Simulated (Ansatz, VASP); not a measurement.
One calculation of Si6CO, two programs

```
Si O C
1.0
     3.83334    0.00000    0.00000
     0.00000    5.42117    0.00000
     0.00000    0.00000   22.53775
Si O C
6 1 1
Direct
  0.50000 0.00000 0.17748
  0.00000 0.25000 0.17748
  0.00000 0.50388 0.26029
  0.50000 0.74612 0.26029
  0.50000 0.00860 0.34111
  0.00000 0.24140 0.34111
  0.83333 0.34194 0.47865
  0.83333 0.34194 0.52968
```

Alike in both runs: task single point; functional PBE; dispersion D3(BJ); k mesh 7 × 5 × 1; occupations gaussian, width 0.05 eV; no spin polarisation.

|  | VASP | Ansatz |
| --- | --- | --- |
| version | VASP 6.6.1 | Ansatz 0.2.0 |
| potentials or method | VASP PAW PBE potentials, release 64 (Si, O, C), cutoff 520 eV | scalar-relativistic, plane waves, PAW |
| valence electrons in the cell | 34 | 34 |

VASP gave:

- gap on the k mesh at the Fermi level (eV): none
- rms of the force components (eV/Å): 0.271

Question: Estimate Ansatz's values.

Answer: gap on the k mesh at the Fermi level (eV): none; rms of the force components (eV/Å): 0.478.

Atom by atom the forces differ by 0.235 eV/Å (rms over components). A gap of «none» marks a metal or a gap that the smearing closes. One of these differences is far larger than is usual between the two programs; its cause wasn't traced.

Noted on VASP's run: the standard files for N, O and F lose accuracy on very short bonds.
